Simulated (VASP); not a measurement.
A run of VASP 6.6.1 is set up as follows.

File INCAR:

```
PREC = Accurate
ENCUT = 600
EDIFF = 1E-8
ISMEAR = -1
SIGMA = 0.15
LREAL = False
LASPH = True
NELM = 100
ALGO = Normal
ISIF = 3
LWAVE = False
LCHARG = False
GGA = PE
NBANDS = 8
IBRION = 6
NFREE = 2
POTIM = 0.015
NSW = 1
```

File KPOINTS:

```
Automatic mesh
0
Gamma
  20 20 20
```

POSCAR

```
Al
1.0
    0.0000000000      2.0212014630      2.0212014630
    2.0212014630      0.0000000000      2.0212014630
    2.0212014630      2.0212014630      0.0000000000
Al
1
Direct
    0.0000000000      0.0000000000      0.0000000000
```

Potentials or basis: VASP PAW PBE potentials, release 64 (Al).

The run is started by

```console
$ cat potpaw_PBE.64/Al/POTCAR > POTCAR
$ mpirun -np 1 vasp_std > vasp.out
```

Problem. Estimate the elastic constants C11, C12, C44.

Solution. 106, 63, 33 GPa.

Problem. Estimate the Voigt bulk modulus.

Solution. 77 GPa.

Elastic tensor in Voigt notation (GPa, in the Cartesian axes of the cell as first typed):
```
106  63  63   0   0   0
 63 106  63   0   0   0
 63  63 106   0   0   0
  0   0   0  33   0   0
  0   0   0   0  33   0
  0   0   0   0   0  33
```
